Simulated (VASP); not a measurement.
The system is AlCu.

```
CELL_PARAMETERS angstrom
3.07540 0.00000 0.00000
0.00000 3.07540 0.00000
0.00000 0.00000 3.07540
ATOMIC_POSITIONS crystal
Al 0.00000 0.00000 0.00000
Cu 0.50000 0.50000 0.50000
```

Base run:

| Property | Result |
| --- | --- |
| Program | VASP 6.6.1 |
| Functional | PBEsol |
| Potentials or basis | VASP PAW PBE potentials, release 64 (Al, Cu_sv_GW) |
| Cutoff | 700 eV |
| k mesh | 10 × 10 × 10 |
| Occupations | methfessel-paxton, width 0.1 eV |
| Spin | no spin polarisation |

Its results: band gap on the k mesh zero (band 11 reaches 11.67 eV, above the bottom of band 12 at 7.21 eV); pressure -13.3 GPa.

Q: The run is repeated on the same cell with these changes: potentials or basis from VASP PAW PBE potentials, release 64 (Al, Cu_sv_GW) to VASP PAW PBE potentials, release 64 (Al, Cu); cutoff from 700 eV to 520 eV; further incar settings from ALGO = Normal; EDIFF = 1e-06; NBANDS = 18 to ALGO = Normal; EDIFF = 1e-06; NBANDS = 14; valence electrons from 22 to 14. What comes out?

A: Band gap on the k mesh zero (band 7 reaches 11.69 eV, above the bottom of band 8 at 7.22 eV); pressure -10.0 GPa.

Caveats: the PAW data sets were made with another functional, which shifts forces and pressure a little.
